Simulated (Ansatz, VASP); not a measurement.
**KBr in VASP and in Ansatz**

```
K Br
1.0
     0.18979    3.75084    3.75084
     3.75084    0.18979    3.75084
     3.75084    3.75084    0.18979
K Br
1 1
Cartesian
  0.0432 0.0432 0.0432
  1.8796 1.8796 1.8796
```

Change from the starting cell: epitaxial_111 strain -3.5%.

Alike in both runs: task single point; functional HSE06; k mesh 4 × 4 × 4; no spin polarisation.

|  | VASP | Ansatz |
| --- | --- | --- |
| version | VASP 6.6.1 | Ansatz 0.2.0 |
| potentials or method | VASP PAW PBE potentials, release 64 (K_sv, Br) | plane waves, PAW |
| plane-wave cutoff (eV) | 520 | 420 |
| occupations | gaussian, width 0.01 eV | fixed |
| valence electrons in the cell | 16 | 16 |

|  | VASP | Ansatz | Ansatz less VASP |
| --- | --- | --- | --- |
| gap on the k mesh at the Fermi level (eV) | 5.35 | 5.35 | +0.001 |
| pressure (GPa) | 0.4 | 0.4 | -0.02 |
| traceless stress, the component that is largest in VASP (GPa) | -0.13 | -0.13 | -0.001 |

Ansatz's warnings: stress exchange threshold loose, stress scf threshold loose, xc potential rough in thin density.
